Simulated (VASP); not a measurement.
Here is a VASP 6.6.1 calculation.

File INCAR:

```
  PREC = Accurate
  ENCUT = 600
  EDIFF = 1E-8
  ISMEAR = 0
  SIGMA = 0.01
  LREAL = F
  LASPH = T
  NELM = 120
  ALGO = Normal
  ISIF = 2
  LWAVE = F
  LCHARG = F
  GGA = PS
  NBANDS = 37
  IBRION = 8
  NSW = 1
  LEPSILON = T
  GGA_COMPAT = F
```

KPOINTS

```
regular mesh
0
Gamma
  6 6 6
```

Contents of POSCAR:

```
Cu2O
1.0
    4.2226854921      0.0000000000      0.0000000000
    0.0000000000      4.2226854921      0.0000000000
    0.0000000000      0.0000000000      4.2226854921
Cu O
4 2
Direct
    0.2500000000      0.2500000000      0.2500000000
    0.2500000000      0.7500000000      0.7500000000
    0.7500000000      0.7500000000      0.2500000000
    0.7500000000      0.2500000000      0.7500000000
    0.0000000000      0.0000000000      0.0000000000
    0.5000000000      0.5000000000      0.5000000000
```

Potentials or basis: VASP PAW PBE potentials, release 64 (Cu, O).

Launch:

```bash
$ cat potpaw_PBE.64/Cu/POTCAR potpaw_PBE.64/O/POTCAR > POTCAR
$ mpirun -np 1 vasp_std > vasp.out
```

(1) Predict the electronic dielectric tensor (diagonal).

(2) Estimate the Born charges (mean of the diagonal).

(3) What does it give for the highest phonon frequency at Γ, LO-TO splitting left out?

Answers

(1) 10.53.

(2) Cu +0.88; O -1.76 e.

(3) 661 cm⁻¹.
